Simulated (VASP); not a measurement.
# Si4GePt (P6/mmm) in VASP: further runs, part 2 of 2

VASP 6.6.1. The steps go on from the part before.

## (3) Relaxation of cell and atoms, PBE

This run uses another cell than the first one, of 16.28 Å³/atom.

Contents of INCAR:

```
PREC = Accurate
ENCUT = 600
EDIFF = 1E-7
ISMEAR = 0
SIGMA = 0.1
LREAL = F
LASPH = T
NELM = 60
ALGO = Normal
ISIF = 3
LWAVE = F
LCHARG = F
GGA = PE
IBRION = 2
NSW = 100
EDIFFG = -0.01
```

Contents of KPOINTS:

```
Automatic mesh
0
Gamma
  12 12 6
```

Contents of POSCAR:

```
Si4GePt
1.0
    4.3446259832      0.0000000000      0.0000000000
   -2.1723129916      3.7625564714      0.0000000000
    0.0000000000      0.0000000000      5.9741136798
Si Ge Pt
4 1 1
Direct
    0.3333333333      0.6666666667      0.7842459716
    0.3333333333      0.6666666667      0.2157540284
    0.6666666667      0.3333333333      0.7842459716
    0.6666666667      0.3333333333      0.2157540284
    0.0000000000      0.0000000000      0.5000000000
    0.0000000000      0.0000000000      0.0000000000
```

Potentials or basis: VASP PAW PBE potentials, release 64 (Si, Ge_d, Pt).

Command:

```
$ cat potpaw_PBE.64/Si/POTCAR potpaw_PBE.64/Ge_d/POTCAR potpaw_PBE.64/Pt/POTCAR > POTCAR
$ mpirun -np 1 vasp_std > vasp.out
```

OUTCAR:

```text
PREC = Accurate
   ENCUT = 600
   EDIFF = 1E-7
   ISMEAR = 0
   LREAL = F
   LASPH = T
   NELM = 60
   ISIF = 3
   GGA = PE
   IBRION = 2
   NSW = 100
   EDIFFG = -0.01

 ion  position               nearest neighbor table
   1  0.333  0.667  0.784-   3 2.51   3 2.51   3 2.51   2 2.58   6 2.82   6 2.82   6 2.82   5 3.03
                             5 3.03   5 3.03
   2  0.333  0.667  0.216-   4 2.51   4 2.51   4 2.51   1 2.58   6 2.82   6 2.82   6 2.82   5 3.03
                             5 3.03   5 3.03
   3  0.667  0.333  0.784-   1 2.51   1 2.51   1 2.51   4 2.58   6 2.82   6 2.82   6 2.82   5 3.03
                             5 3.03   5 3.03
   4  0.667  0.333  0.216-   2 2.51   2 2.51   2 2.51   3 2.58   6 2.82   6 2.82   6 2.82   5 3.03
                             5 3.03   5 3.03
   5  0.000  0.000  0.500-   6 2.99   6 2.99   3 3.03   4 3.03   1 3.03   2 3.03   3 3.03   4 3.03
                             1 3.03   2 3.03   3 3.03   4 3.03   1 3.03   2 3.03
   6  0.000  0.000  0.000-   1 2.82   2 2.82   3 2.82   4 2.82   3 2.82   4 2.82   1 2.82   2 2.82
                             3 2.82   4 2.82   1 2.82   2 2.82   5 2.99   5 2.99

  LATTYP: Found a hexagonal cell.
 ALAT       =     4.3446259832
 C/A-ratio  =     1.3750582220

  Lattice vectors:

 A1 = (   4.3446259832,   0.0000000000,   0.0000000000)
 A2 = (  -2.1723129916,   3.7625564714,   0.0000000000)
 A3 = (   0.0000000000,   0.0000000000,   5.9741136798)

Analysis of symmetry for initial positions (statically):
=====================================================================
 Subroutine PRICEL returns:
 Original cell was already a primitive cell.

 Routine SETGRP: Setting up the symmetry group for a
 hexagonal supercell.

 Subroutine GETGRP returns: Found 24 space group operations
 (whereof 24 operations were pure point group operations)
 out of a pool of 24 trial point group operations.

The static configuration has the point symmetry D_6h.

Analysis of symmetry for dynamics (positions and initial velocities):
=====================================================================
 Subroutine PRICEL returns:
 Original cell was already a primitive cell.

 Routine SETGRP: Setting up the symmetry group for a
 hexagonal supercell.

 Subroutine GETGRP returns: Found 24 space group operations
 (whereof 24 operations were pure point group operations)
 out of a pool of 24 trial point group operations.

The dynamic configuration has the point symmetry D_6h.

 Subroutine INISYM returns: Found 24 space group operations
 (whereof 24 operations are pure point group operations),
 and found     1 'primitive' translations

----------------------------------------------------------------------------------------

                                     Primitive cell

  volume of cell :      97.6582

  direct lattice vectors                    reciprocal lattice vectors
     4.344625983  0.000000000  0.000000000     0.230169410  0.132888371  0.000000000
    -2.172312992  3.762556471  0.000000000     0.000000000  0.265776742  0.000000000
     0.000000000  0.000000000  5.974113680     0.000000000  0.000000000  0.167388847

  length of vectors
     4.344625983  4.344625983  5.974113680     0.265776742  0.265776742  0.167388847

[... 70 lines left out ...]
   k-points           NKPTS =     76   k-points in BZ     NKDIM =     76   number of bands    NBANDS=     24
   number of dos      NEDOS =    301   number of ions     NIONS =      6
   total plane-waves  NPLWV =  62208
   dimension x,y,z NGX =    36 NGY =   36 NGZ =   48
   dimension x,y,z NGXF=    72 NGYF=   72 NGZF=   96
   ions per type =               4   1   1
   NGX,Y,Z   is equivalent  to a cutoff of  13.78, 13.78, 13.36 a.u.
   NGXF,Y,Z  is equivalent  to a cutoff of  27.55, 27.55, 26.71 a.u.
 SYSTEM =  unknown system
   PREC   = accura    normal or accurate (medium, high low for compatibility)
   ISTART =      0    job   : 0-new  1-cont  2-samecut
   ICHARG =      2    charge: 1-file 2-atom 10-const
   ISPIN  =      1    spin polarized calculation?
   LNONCOLLINEAR =      F non collinear calculations
   LSORBIT =      F    spin-orbit coupling
   LASPH  =      T    aspherical Exc in radial PAW
   ENCUT  =  600.0 eV  44.10 Ry    6.64 a.u.   8.68  8.68 11.93*2*pi/ulx,y,z
   NELM   =     60;   NELMIN=  2; NELMDL= -5     # of ELM steps
   EDIFF  = 0.1E-06   stopping-criterion for ELM
   LREAL  =      F    real-space projection
   EDIFFG = -.1E-01   stopping-criterion for IOM
   NSW    =    100    number of steps for IOM
   IBRION =      2    ionic relax: 0-MD 1-quasi-New 2-CG
   NFREE  =      1    steps in history (QN), initial steepest desc. (CG)
   ISIF   =      3    stress and relaxation
   ISYM   =      2    0-nonsym 1-usesym 2-fastsym
   POTIM  = 0.5000    time-step for ionic-motion
   TEBEG  =    0.0;   TEEND  =   0.0 temperature during run
   PSTRESS=    0.0 pullay stress
   NELECT =      40.0000    total number of electrons
   NUPDOWN=      -1.0000    fix difference up-down
   EMIN   =  10.00;   EMAX   =-10.00  energy-range for DOS
   EFERMI =   0.00;   METHOD = LEGACY
   ISMEAR =     0;   SIGMA  =   0.10  broadening in eV -4-tet -1-fermi 0-gaus
   EFERMI_NEDOS =   21; number of points for ismear=-14 and -15
   IALGO  =     38    algorithm
   IMIX   =      4    mixing-type and parameters
     AMIX     =   0.40;   BMIX     =  1.00
     AMIX_MAG =   1.60;   BMIX_MAG =  1.00
  volume/ion in A,a.u.               =      16.28       109.84
  Fermi-wavevector in a.u.,A,eV,Ry     =   1.215790  2.297510 20.111384  1.478145
  Thomas-Fermi vector in A             =   2.351165
   LORBIT       =      0    0 simple, 1 ext, 2 COOP (PROOUT), +10 PAW based schemes
   GGA     = PE    functional components
   LHFCALC =     F    Hartree Fock is set to
   AEXX    =    0.0000 exact exchange contribution
   IVDW    =     0    specifies the selected vdW correction
   LEPSILON=     F    determine dielectric tensor
   LRPA    =     F    only Hartree local field effects (RPA)
 conjugate gradient relaxation of ions
 non-spin polarized calculation
 Gauss-broadening in eV      SIGMA  =   0.10
  energy-cutoff  :      600.00
  volume of cell :       97.66
 maximum number of plane-waves:      3290
 NGX is ok and might be reduce to    36
   NGX = 17   NGY = 17   NGZ = 23

--------------------------------------- Ionic step        1  -------------------------------------------

 number of electron      39.9999994 magnetization

 Free energy of the ion-electron system (eV)
  ---------------------------------------------------
  ext. energy  EPLUGINS =         0.00000000
  ---------------------------------------------------
  free energy    TOTEN  =       -30.31346539 eV

  energy without entropy =      -30.30229956  energy(sigma->0) =      -30.30788247

------------------------ aborting loop because EDIFF is reached ----------------------------------------

  FORCE on cell =-STRESS in cart. coord.  units (eV):
  Direction    XX          YY          ZZ          XY          YZ          ZX
  --------------------------------------------------------------------------------------
  -------------------------------------------------------------------------------------
  Total       -0.6518020     -0.6518020      0.4772743      0.0000000     -0.0000000      0.0000000
  in kB      -10.6934376    -10.6934376      7.8301438      0.0000000     -0.0000000      0.0000000
  external PRESSURE =      -4.5189104 kB  Pullay stress =       0.0000000 kB
[... 227 lines left out ...]
--------------------------------------- Ionic step        7  -------------------------------------------

 number of electron      39.9999995 magnetization

 Free energy of the ion-electron system (eV)
  ---------------------------------------------------
  ext. energy  EPLUGINS =         0.00000000
  ---------------------------------------------------
  free energy    TOTEN  =       -30.32197337 eV

  energy without entropy =      -30.30920544  energy(sigma->0) =      -30.31558941

 E-fermi :   9.0006     XC(G=0): -11.2767

 val. band max:        8.9945705321   @ k =   0.5000   0.0000   0.0000
 cond. band min:       9.0272005248   @ k =   0.3333  -0.0000   0.3333
 fundamental gap:      0.0326299927
 Fermi energy:         9.0005760991

 k-point     1 :       0.0000    0.0000    0.0000
  band No.  band energies     occupation
      1     -16.1573      2.00000
      2     -16.1493      2.00000
      3     -16.1493      2.00000
      4     -16.1125      2.00000
      5     -16.1125      2.00000
      6      -4.4528      2.00000
[... 637 lines left out ...]
     23      10.6581      0.00000
     24      11.7893      0.00000

 [... further k-points ...]

------------------------ aborting loop because EDIFF is reached ----------------------------------------

  FORCE on cell =-STRESS in cart. coord.  units (eV):
  Direction    XX          YY          ZZ          XY          YZ          ZX
  --------------------------------------------------------------------------------------
  -------------------------------------------------------------------------------------
  Total        0.0433289      0.0433289      0.0079841      0.0000000      0.0000000      0.0000000
  in kB        0.7132045      0.7132045      0.1314204      0.0000000      0.0000000      0.0000000
  external PRESSURE =       0.5192765 kB  Pullay stress =       0.0000000 kB
[... 21 lines left out ...]
  FREE ENERGIE OF THE ION-ELECTRON SYSTEM (eV)
  ---------------------------------------------------
  free  energy   TOTEN  =       -30.3219733677 eV

  energy  without entropy=      -30.3092054441  energy(sigma->0) =      -30.31558941

 reached required accuracy - stopping structural energy minimisation
```

CONTCAR:

```text
Si4GePt
   1.00000000000000
     4.3088379269652375    0.0000000000000000    0.0000000000000000
    -2.1544189634826187    3.7315631055484588   -0.0000000000000000
     0.0000000000000000    0.0000000000000000    6.0537322533081683
  Si              Ge              Pt
     4     1     1
Direct
     0.3333333332999970    0.6666666667000030    0.7845037946276019
     0.3333333332999970    0.6666666667000030    0.2154962053723981
     0.6666666667000030    0.3333333332999970    0.7845037946276019
     0.6666666667000030    0.3333333332999970    0.2154962053723981
     0.0000000000000000    0.0000000000000000    0.5000000000000000
     0.0000000000000000    0.0000000000000000    0.0000000000000000

  0.00000000E+00  0.00000000E+00  0.00000000E+00
  0.00000000E+00  0.00000000E+00  0.00000000E+00
  0.00000000E+00  0.00000000E+00  0.00000000E+00
  0.00000000E+00  0.00000000E+00  0.00000000E+00
  0.00000000E+00  0.00000000E+00  0.00000000E+00
  0.00000000E+00  0.00000000E+00  0.00000000E+00
```

Run time: 14 min. Hardware: 1 thread of AMD EPYC 9R45 (Zen 5), shared host; peak memory 0.39 GiB.

Results:

```yaml
Free_energy: -30.3220 eV
Relaxed_volume: 16.22 Å³/atom
Relaxed_cell: a = 4.309 Å, b = 4.309 Å, c = 6.054 Å, α = 90.00°, β = 90.00°, γ = 120.00°
Space_group_after_relaxing_to_0.1_Å: P6/mmm (No. 191)
Energy_gained_by_relaxing: 1.4 meV/atom
Ionic_steps: 7
Pressure_after_relaxing: 0.1 GPa
Largest_force_after_relaxing: 0.009 eV/Å
```

Forces on the atoms (eV/Å):
```
Si   0.000  0.000  0.009
Si   0.000  0.000 -0.009
Si   0.000  0.000  0.009
Si   0.000  0.000 -0.009
Ge   0.000  0.000  0.000
Pt   0.000  0.000  0.000
```

The path:
| step | energy change (eV) | largest force (eV/Å) | pressure (GPa) | volume (Å³) |
| --- | --- | --- | --- | --- |
| 1 | 0.0000 | 0.0058 | -0.45 | 97.66 |
| 2 | -0.0057 | 0.0123 | 0.28 | 97.01 |
| 3 | -0.0063 | 0.0167 | 0.58 | 96.75 |
| 4 | -0.0083 | 0.0227 | -0.03 | 97.33 |
| 5 | -0.0083 | 0.0212 | -0.01 | 97.31 |
| 6 | -0.0084 | 0.0167 | 0.01 | 97.32 |
| 7 | -0.0085 | 0.0088 | 0.05 | 97.34 |

Final structure:
```cif
data_structure
_symmetry_space_group_name_H-M 'P 1'
_symmetry_Int_Tables_number 1
_cell_length_a 4.3088
_cell_length_b 4.3088
_cell_length_c 6.0537
_cell_angle_alpha 90.000
_cell_angle_beta 90.000
_cell_angle_gamma 120.000
_cell_volume 97.34
loop_
_atom_site_label
_atom_site_type_symbol
_atom_site_fract_x
_atom_site_fract_y
_atom_site_fract_z
_atom_site_occupancy
Si1 Si 0.33333 0.66667 0.78450 1
Si2 Si 0.33333 0.66667 0.21550 1
Si3 Si 0.66667 0.33333 0.78450 1
Si4 Si 0.66667 0.33333 0.21550 1
Ge1 Ge 0.00000 0.00000 0.50000 1
Pt1 Pt 0.00000 0.00000 0.00000 1
```

Caveat: the highest band is partly filled, so the run has too few bands; spin-orbit coupling is left out, which moves the levels of the heavy elements.
